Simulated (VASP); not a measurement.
# AlN: single point with LDA

AlN:

```
Al N
1.0
     3.24867    0.00000    0.00000
    -1.62433    2.81343    0.00000
     0.00000    0.00000    4.06665
Al N
2 2
Direct
  0.33333 0.66667 0.75000
  0.66667 0.33333 0.25000
  0.33333 0.66667 0.25000
  0.66667 0.33333 0.75000
```

```
Program                : VASP 6.6.1
Task                   : single point
Functional             : LDA
Potentials or basis    : VASP PAW LDA potentials, release 64 (Al, N)
Cutoff                 : 520 eV
k mesh                 : 9 × 9 × 6
Occupations            : gaussian, width 0.05 eV
Spin                   : no spin polarisation
Dipole correction      : no
Further INCAR settings : ALGO = Normal; EDIFF = 1e-06; NBANDS = 16
```

```json
{
  "Pressure": "6.6 GPa",
  "Band gap on the k mesh": "3.81 eV, direct"
}
```

Stress tensor (GPa, compression positive):
```
7.02 0.00 0.00
0.00 7.02 0.00
0.00 0.00 5.86
```

Levels at points of the mesh, in eV from the valence-band top:
```tsv
k point	band 5	band 6	band 7	band 8	band 9	band 10	band 11	band 12
(0.00, 0.00, 0.00)	-3.47	-1.68	-1.68	0.00	3.81	4.80	8.39	8.39
(0.00, 0.00, 0.50)	-2.62	-2.62	-2.62	-2.62	6.02	6.02	8.53	8.53
```

Run time: 25 s on 1 thread of Intel Xeon 8259CL, on a shared host, peak memory 0.14 GiB.

A k mesh can miss the band edges. As with any semilocal functional, this LDA gap is likely too small.
